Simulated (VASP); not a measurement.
# PtS2 (P-3m1) in VASP: further runs

The runs below take PtS2 through relaxation of cell and atoms, with PBE.

All numbers are computed with VASP 6.6.1; they aren't measurements. Logs are shortened: lines on timing, memory, paths and dates and some standing lists are left out, and cuts for length are marked.

### 1 The cell of the first run

It takes space group P-3m1 (No. 164, trigonal). The conventional cell has a = 3.543 Å, b = 3.543 Å, c = 5.039 Å, α = 90.00°, β = 90.00°, γ = 120.00°. Within 3.1 Å of Pt (site symmetry -3m) lie 6 S at 2.34 Å. Within 3.1 Å of S (site symmetry 3m) lie 3 Pt at 2.34 Å and 3 S at 3.07 Å.

### 2 Relaxation of cell and atoms, PBE, target pressure 10 GPa, at which the enthalpy is minimised

The input, INCAR:

```
PREC = Accurate ; ENCUT = 600
EDIFF = 1E-6 ; ISMEAR = -1
SIGMA = 0.05 ; LREAL = False
LASPH = True ; NELM = 80
ALGO = Normal ; ISIF = 3
LWAVE = False ; LCHARG = False
GGA = PE ; IBRION = 2
NSW = 60 ; EDIFFG = -0.01
PSTRESS = 100.0
```

The input, KPOINTS:

```
regular mesh
0
Gamma
  9 9 5
```

The input, POSCAR:

```
PtS2
1.0
    3.5432000000      0.0000000000      0.0000000000
   -1.7716000000      3.0685012107      0.0000000000
    0.0000000000      0.0000000000      5.0388000000
Pt S
1 2
Direct
    0.0000000000      0.0000000000      0.0000000000
    0.6666666667      0.3333333333      0.7730000000
    0.3333333333      0.6666666667      0.2270000000
```

Potentials or basis: VASP PAW PBE potentials, release 64 (Pt, S).

The run is started by

```bash
$ cat potpaw_PBE.64/Pt/POTCAR potpaw_PBE.64/S/POTCAR > POTCAR
$ mpirun -np 1 vasp_std > vasp.out
```

OUTCAR:

```text
PREC = Accurate
   ENCUT = 600
   EDIFF = 1E-6
   ISMEAR = -1
   LREAL = False
   LASPH = True
   NELM = 80
   ISIF = 3
   GGA = PE
   IBRION = 2
   NSW = 60
   EDIFFG = -0.01
   PSTRESS = 100.0

 ion  position               nearest neighbor table
   1  0.000  0.000  0.000-   2 2.34   3 2.34   2 2.34   3 2.34   2 2.34   3 2.34
   2  0.667  0.333  0.773-   1 2.34   1 2.34   1 2.34
   3  0.333  0.667  0.227-   1 2.34   1 2.34   1 2.34

  LATTYP: Found a hexagonal cell.
 ALAT       =     3.5432000000
 C/A-ratio  =     1.4221043125

  Lattice vectors:

 A1 = (   3.5432000000,   0.0000000000,   0.0000000000)
 A2 = (  -1.7716000000,   3.0685012107,   0.0000000000)
 A3 = (   0.0000000000,   0.0000000000,   5.0388000000)

Analysis of symmetry for initial positions (statically):
=====================================================================
 Subroutine PRICEL returns:
 Original cell was already a primitive cell.

 Routine SETGRP: Setting up the symmetry group for a
 hexagonal supercell.

 Subroutine GETGRP returns: Found 12 space group operations
 (whereof 12 operations were pure point group operations)
 out of a pool of 24 trial point group operations.

The static configuration has the point symmetry D_3d.

Analysis of symmetry for dynamics (positions and initial velocities):
=====================================================================
 Subroutine PRICEL returns:
 Original cell was already a primitive cell.

 Routine SETGRP: Setting up the symmetry group for a
 hexagonal supercell.

 Subroutine GETGRP returns: Found 12 space group operations
 (whereof 12 operations were pure point group operations)
 out of a pool of 24 trial point group operations.

The dynamic configuration has the point symmetry D_3d.

 Subroutine INISYM returns: Found 12 space group operations
 (whereof 12 operations are pure point group operations),
 and found     1 'primitive' translations

----------------------------------------------------------------------------------------

                                     Primitive cell

  volume of cell :      54.7834

  direct lattice vectors                    reciprocal lattice vectors
     3.543200000  0.000000000  0.000000000     0.282230752  0.162946001  0.000000000
    -1.771600000  3.068501211  0.000000000     0.000000000  0.325892001  0.000000000
     0.000000000  0.000000000  5.038800000     0.000000000  0.000000000  0.198459951

  length of vectors
     3.543200000  3.543200000  5.038800000     0.325892001  0.325892001  0.198459951

  position of ions in fractional coordinates (direct lattice)
     0.000000000  0.000000000  0.000000000
     0.666666667  0.333333333  0.773000000
     0.333333333  0.666666667  0.227000000

  ion indices of the primitive-cell ions
   primitive index   ion index
                 1           1
                 2           2
                 3           3

----------------------------------------------------------------------------------------

 KPOINTS: regular mesh

Automatic generation of k-mesh.
 Grid dimensions read from file:
 generate k-points for:    9    9    5

 Generating k-lattice:

  Cartesian coordinates                     Fractional coordinates (reciprocal lattice)
     0.031358972  0.018105111  0.000000000     0.111111111  0.000000000  0.000000000
     0.000000000  0.036210222  0.000000000     0.000000000  0.111111111  0.000000000
     0.000000000  0.000000000  0.039691990     0.000000000  0.000000000  0.200000000

  Length of vectors
     0.036210222  0.036210222  0.039691990

  Shift w.r.t. Gamma in fractional coordinates (k-lattice)
     0.000000000  0.000000000  0.000000000

 Subroutine IBZKPT returns following result:
 ===========================================

 Found     50 irreducible k-points:

 Following reciprocal coordinates:
            Coordinates               Weight
  0.000000  0.000000  0.000000      1.000000
  0.111111 -0.000000  0.000000      6.000000
  0.222222  0.000000  0.000000      6.000000
  0.333333  0.000000  0.000000      6.000000
  0.444444  0.000000  0.000000      6.000000
  0.111111  0.111111  0.000000      6.000000
[... 16 lines left out ...]
  0.222222  0.111111  0.200000     12.000000
 -0.111111  0.333333  0.200000     12.000000
 [... further k-points ...]
   k-points           NKPTS =     50   k-points in BZ     NKDIM =     50   number of bands    NBANDS=     15
   number of dos      NEDOS =    301   number of ions     NIONS =      3
   total plane-waves  NPLWV =  31360
   dimension x,y,z NGX =    28 NGY =   28 NGZ =   40
   dimension x,y,z NGXF=    56 NGYF=   56 NGZF=   80
   ions per type =               1   2
   NGX,Y,Z   is equivalent  to a cutoff of  13.14, 13.14, 13.20 a.u.
   NGXF,Y,Z  is equivalent  to a cutoff of  26.28, 26.28, 26.39 a.u.
 SYSTEM =  unknown system
   PREC   = accura    normal or accurate (medium, high low for compatibility)
   ISTART =      0    job   : 0-new  1-cont  2-samecut
   ICHARG =      2    charge: 1-file 2-atom 10-const
   ISPIN  =      1    spin polarized calculation?
   LNONCOLLINEAR =      F non collinear calculations
   LSORBIT =      F    spin-orbit coupling
   LASPH  =      T    aspherical Exc in radial PAW
   ENCUT  =  600.0 eV  44.10 Ry    6.64 a.u.   7.08  7.08 10.06*2*pi/ulx,y,z
   NELM   =     80;   NELMIN=  2; NELMDL= -5     # of ELM steps
   EDIFF  = 0.1E-05   stopping-criterion for ELM
   LREAL  =      F    real-space projection
   EDIFFG = -.1E-01   stopping-criterion for IOM
   NSW    =     60    number of steps for IOM
   IBRION =      2    ionic relax: 0-MD 1-quasi-New 2-CG
   NFREE  =      1    steps in history (QN), initial steepest desc. (CG)
   ISIF   =      3    stress and relaxation
   ISYM   =      2    0-nonsym 1-usesym 2-fastsym
   POTIM  = 0.5000    time-step for ionic-motion
   TEBEG  =    0.0;   TEEND  =   0.0 temperature during run
   PSTRESS=  100.0 pullay stress
   NELECT =      22.0000    total number of electrons
   NUPDOWN=      -1.0000    fix difference up-down
   EMIN   =  10.00;   EMAX   =-10.00  energy-range for DOS
   EFERMI =   0.00;   METHOD = LEGACY
   ISMEAR =    -1;   SIGMA  =   0.05  broadening in eV -4-tet -1-fermi 0-gaus
   EFERMI_NEDOS =   21; number of points for ismear=-14 and -15
   IALGO  =     38    algorithm
   IMIX   =      4    mixing-type and parameters
     AMIX     =   0.40;   BMIX     =  1.00
     AMIX_MAG =   1.60;   BMIX_MAG =  1.00
  volume/ion in A,a.u.               =      18.26       123.23
  Fermi-wavevector in a.u.,A,eV,Ry     =   1.207812  2.282434 19.848315  1.458810
  Thomas-Fermi vector in A             =   2.343439
   LORBIT       =      0    0 simple, 1 ext, 2 COOP (PROOUT), +10 PAW based schemes
   GGA     = PE    functional components
   LHFCALC =     F    Hartree Fock is set to
   AEXX    =    0.0000 exact exchange contribution
   IVDW    =     0    specifies the selected vdW correction
   LEPSILON=     F    determine dielectric tensor
   LRPA    =     F    only Hartree local field effects (RPA)
 conjugate gradient relaxation of ions
 non-spin polarized calculation
  energy-cutoff  :      600.00
  volume of cell :       54.78
 maximum number of plane-waves:      1863
   NGX = 15   NGY = 15   NGZ = 21

--------------------------------------- Ionic step        1  -------------------------------------------

 number of electron      22.0000001 magnetization

 Free energy of the ion-electron system (eV)
  ---------------------------------------------------
  ext. energy  EPLUGINS =         0.00000000
  ---------------------------------------------------
  free energy    TOTEN  =       -15.27196539 eV

  energy without entropy =      -15.27196156  energy(sigma->0) =      -15.27196348

------------------------ aborting loop because EDIFF is reached ----------------------------------------

  FORCE on cell =-STRESS in cart. coord.  units (eV):
  Direction    XX          YY          ZZ          XY          YZ          ZX
  --------------------------------------------------------------------------------------
  -------------------------------------------------------------------------------------
  Total        3.9739653      3.9739653      3.4670567      0.0000000      0.0000000      0.0000000
  in kB      116.2212574    116.2212574    101.3963770      0.0000000      0.0000000      0.0000000
  external PRESSURE =      11.2796306 kB  Pullay stress =     100.0000000 kB
[... 100 lines left out ...]
  energy  without entropy=      -15.3873289873  energy(sigma->0) =      -15.38733602

  enthalpy is  TOTEN    =       -11.9145956146 eV   P V=        3.4727474448

[... ionic steps 4 to 11 ...]

--------------------------------------- Ionic step       12  -------------------------------------------

 number of electron      22.0000001 magnetization

------------------------ aborting loop because EDIFF is reached ----------------------------------------
[... 73 lines left out ...]
--------------------------------------- Ionic step       14  -------------------------------------------

 number of electron      21.9999999 magnetization

 Free energy of the ion-electron system (eV)
  ---------------------------------------------------
  ext. energy  EPLUGINS =         0.00000000
  ---------------------------------------------------
  free energy    TOTEN  =       -15.15110786 eV

  energy without entropy =      -15.14860385  energy(sigma->0) =      -15.14985586

 E-fermi :   9.0557     XC(G=0): -11.5118

 val. band max:        8.9850131121   @ k =   0.0000   0.1111   0.2000
 cond. band min:       9.1372989351   @ k =  -0.1111   0.3333   0.4000
 fundamental gap:      0.1522858231
 Fermi energy:         9.0557404534

 k-point     1 :       0.0000    0.0000    0.0000
  band No.  band energies     occupation
      1      -7.4360      2.00000
      2      -3.2674      2.00000
      3       1.0091      2.00000
      4       1.7368      2.00000
      5       1.7368      2.00000
      6       4.7325      2.00000
      7       4.7325      2.00000
      8       6.5407      2.00000
      9       7.4466      2.00000
     10       7.4466      2.00000
     11       9.4562      0.00066
     12       9.8624      0.00000
     13       9.8624      0.00000
     14      12.2028      0.00000
[... 401 lines left out ...]
      2      -4.2480      2.00000
      3       1.4320      2.00000
      4       2.1288      2.00000
      5       2.5707      2.00000
      6       3.6307      2.00000
      7       4.3530      2.00000
      8       5.3927      2.00000
      9       6.3653      2.00000
     10       7.0045      2.00000
     11       8.1903      2.00000
     12       9.6627      0.00001
     13      10.2578      0.00000
     14      13.9771      0.00000
     15      15.3833      0.00000

 [... further k-points ...]
[... 5 lines left out ...]
  --------------------------------------------------------------------------------------
  -------------------------------------------------------------------------------------
  Total        2.9895732      2.9895732      3.0144606      0.0000000      0.0000000      0.0000000
  in kB       99.8340651     99.8340651    100.6651559      0.0000000      0.0000000      0.0000000
  external PRESSURE =       0.1110954 kB  Pullay stress =     100.0000000 kB
[... 22 lines left out ...]
  energy  without entropy=      -15.1486038476  energy(sigma->0) =      -15.14985586

  enthalpy is  TOTEN    =       -12.1565656502 eV   P V=        2.9945422139

 reached required accuracy - stopping structural energy minimisation
```

Run time: 5.8 min. Hardware: 1 thread of Intel Xeon Platinum 8488C (Sapphire Rapids), shared host; peak memory 0.23 GiB.

Results:

| Item | Value |
| --- | --- |
| Free energy | -15.1511 eV |
| Relaxed volume | 15.99 Å³/atom |
| Relaxed cell | a = 3.558 Å, b = 3.558 Å, c = 4.377 Å, α = 90.00°, β = 90.00°, γ = 120.00° |
| Space group after relaxing (to 0.05 Å) | P-3m1 (No. 164) |
| Energy change on relaxing (the enthalpy is what falls) | +40.3 meV/atom |
| Ionic steps | 14 |
| Pressure after relaxing | 10.0 GPa |
| Largest force after relaxing | 0.009 eV/Å |
| Band gap on the k mesh | zero (band 11 reaches 9.46 eV, above the bottom of band 12 at 9.14 eV) |

Forces in eV/Å, atoms in the order of the input:
```
Pt   0.000  0.000  0.000
S    0.000  0.000  0.009
S    0.000  0.000 -0.009
```

Stress tensor (GPa, compression positive):
```
 9.98  0.00  0.00
 0.00  9.98  0.00
 0.00  0.00 10.07
```

Step by step:
| step | energy change (eV) | largest force (eV/Å) | pressure (GPa) | volume (Å³) |
| --- | --- | --- | --- | --- |
| 1 | 0.0000 | 1.2127 | 11.13 | 54.78 |
| 2 | -0.1237 | 0.1506 | 3.12 | 55.81 |
| 3 | -0.1154 | 0.3128 | 4.32 | 55.64 |
| 4 | -0.0932 | 0.2314 | 5.47 | 54.37 |
| 5 | 0.0440 | 0.0002 | 9.75 | 50.81 |
| 6 | 0.0761 | 0.0381 | 10.54 | 50.27 |
| 7 | 0.0799 | 0.0998 | 10.11 | 49.73 |
| 8 | 0.1234 | 0.2991 | 9.53 | 48.21 |
| 9 | 0.1523 | 0.3892 | 9.50 | 47.71 |
| 10 | 0.1425 | 0.3598 | 9.51 | 47.86 |
| 11 | 0.1513 | 0.0549 | 11.43 | 47.56 |
| 12 | 0.1546 | 0.0011 | 11.78 | 47.50 |
| 13 | 0.1122 | 0.0113 | 9.49 | 48.12 |
| 14 | 0.1209 | 0.0093 | 10.01 | 47.98 |

Final structure:
```xyz
3
Lattice="3.5577 0.0000 0.0000 -1.7788 3.0810 0.0000 0.0000 0.0000 4.3770" Properties=species:S:1:pos:R:3 pbc="T T T"
Pt    0.0000    0.0000    0.0000
S     1.7788    1.0270    3.1812
S     0.0000    2.0540    1.1958
```

Levels at points of the mesh, in eV from the Fermi level:
| k point | band 8 | band 9 | band 10 | band 11 | band 12 | band 13 | band 14 | band 15 |
| --- | --- | --- | --- | --- | --- | --- | --- | --- |
| (0.00, 0.00, 0.00) | -2.52 | -1.61 | -1.61 | 0.40 | 0.81 | 0.81 | 3.15 | 5.35 |

Caveat: the cell is relaxed towards a set pressure, so the enthalpy falls and the energy may rise; spin-orbit coupling is left out, which moves the levels of the heavy elements.

### 3 Relaxation of cell and atoms, PBE, target pressure 20 GPa, at which the enthalpy is minimised

The input, INCAR:

```
SYSTEM = PtS2
ALGO = Normal
EDIFF = 1E-6
EDIFFG = -0.01
ENCUT = 600
GGA = PE
IBRION = 2
ISIF = 3
ISMEAR = -1
LASPH = .True.
LCHARG = .False.
LREAL = .False.
LWAVE = .False.
NELM = 80
NSW = 60
PREC = Accurate
PSTRESS = 200.0
SIGMA = 0.05
```

The input, KPOINTS:

```
k-points
0
Gamma
  9 9 5
  0 0 0
```

POSCAR is that of step 2.

Potentials or basis: VASP PAW PBE potentials, release 64 (Pt, S).

The run is started by

```bash
$ cat potpaw_PBE.64/Pt/POTCAR potpaw_PBE.64/S/POTCAR > POTCAR
$ mpirun -np 1 vasp_std > vasp.out
```

It took 4.8 min on 1 thread of Intel Xeon Platinum 8488C (Sapphire Rapids), shared host; peak memory 0.22 GiB.

It converged, with:

```
Free energy                                            : -14.8284 eV
Relaxed volume                                         : 14.81 Å³/atom
Relaxed cell                                           : a = 3.516 Å, b = 3.516 Å, c = 4.152 Å, α = 90.00°, β = 90.00°, γ = 120.00°
Space group after relaxing (to 0.05 Å)                 : P-3m1 (No. 164)
Energy change on relaxing (the enthalpy is what falls) : +147.8 meV/atom
Ionic steps                                            : 12
Pressure after relaxing                                : 20.0 GPa
Band gap on the k mesh                                 : zero (band 11 reaches 10.67 eV, above the bottom of band 12 at 10.16 eV)
```

Stress tensor (GPa, compression positive):
```
19.95  0.00  0.00
 0.00 19.95  0.00
 0.00  0.00 20.04
```

Step by step:
```
step  energy change (eV)  largest force (eV/Å)  pressure (GPa)  volume (Å³)
   1              0.0000                1.2127           11.13        54.78
   2              0.8729                2.9737           39.07        47.15
   3              0.3907                2.1676           25.42        50.25
   4              0.3492                1.6166           24.35        48.75
   5              0.5659                0.0703           24.63        44.35
   6              0.3065                0.4096           14.66        46.06
   7              0.3426                0.3321           16.27        45.75
   8              0.3585                0.0684           18.01        45.26
   9              0.3953                0.1322           19.48        44.85
  10              0.4043                0.1670           19.73        44.78
  11              0.4177                0.1079           19.82        44.66
  12              0.4435                0.0005           19.98        44.44
```

Final structure:
```
CELL_PARAMETERS angstrom
3.51570 0.00000 0.00000
-1.75785 3.04469 0.00000
0.00000 0.00000 4.15186
ATOMIC_POSITIONS crystal
Pt 0.00000 0.00000 0.00000
S 0.66667 0.33333 0.71425
S 0.33333 0.66667 0.28575
```

Levels at points of the mesh, in eV from the Fermi level:
```tsv
k point	band 9	band 10	band 11	band 12	band 13	band 14
(0.00, 0.00, 0.00)	-1.59	-1.59	0.48	0.48	0.58	2.90
```

Caveat: the cell is relaxed towards a set pressure, so the enthalpy falls and the energy may rise; the volume moved by over 15 % at a fixed basis, so the end points are rough; spin-orbit coupling is left out, which moves the levels of the heavy elements.
